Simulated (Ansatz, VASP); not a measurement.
## One calculation of IrRu, two programs

File INCAR:

```
ALGO = Normal ; EDIFF = 1E-6
ENCUT = 560 ; GGA = CA
GGA_COMPAT = F ; ISIF = 2
ISMEAR = 0 ; LASPH = T
LCHARG = T ; LELF = T
LREAL = F ; LVHAR = T
LWAVE = F ; NBANDS = 24
NELM = 120 ; PREC = Accurate
SIGMA = 0.15
```

KPOINTS

```
k-points
0
Gamma
  24 24 12
```

POSCAR

```
IrRu
1.0
    2.8765992324      0.0000000000      0.0000000000
   -1.4382996162      2.4912080118      0.0000000000
    0.0000000000      0.0000000000      3.8860091085
Ru Ir
1 1
Direct
    0.6666666667      0.3333333333      0.0000000000
    0.0000000000      0.0000000000      0.5000000000
```

Input for Ansatz:

```yaml
crystal:
  lattice:
    - [2.8765992324, 0.0, 0.0]
    - [-1.4382996162, 2.4912080118, 0.0]
    - [0.0, 0.0, 3.8860091085]
  atoms:
    - { symbol: Ru, position: [0.6666666667, 0.3333333333, 0.0] }
    - { symbol: Ir, position: [0.0, 0.0, 0.5] }
basis:
  ecutwfc: 420
kpoints:
  mp_grid: { grid: [24, 24, 12] }
hamiltonian:
  xc: lda
scf:
  occupations: { method: gaussian, width: 0.15 }
output:
  forces: true
  stress: true
  eigenvalues: true
```

Alike in both runs: task single point; functional LDA; k mesh 24 × 24 × 12; occupations gaussian, width 0.15 eV; no spin polarisation.

|  | VASP | Ansatz |
| --- | --- | --- |
| version | VASP 6.6.1 | Ansatz 0.2.0 |
| potentials or method | VASP PAW LDA potentials, release 64 (Ru_sv, Ir_sv_GW), cutoff 560 eV | scalar-relativistic, plane waves, PAW |
| valence electrons in the cell | 33 | 33 |

Ansatz gave:

```
gap on the k mesh at the Fermi level (eV)                     : none
pressure (GPa)                                                : 0.0
traceless stress, the component that is largest in VASP (GPa) : 37.68
```

Q: What did VASP give for the same quantities?

A: gap on the k mesh at the Fermi level (eV): none; pressure (GPa): 0.0; traceless stress, the component that is largest in VASP (GPa): 37.80.

LDA's correlation is that of Perdew and Zunger in VASP and of Perdew and Wang (1992) in Ansatz. A gap of «none» marks a metal or a gap that the smearing closes.

Spin-orbit coupling is off throughout.
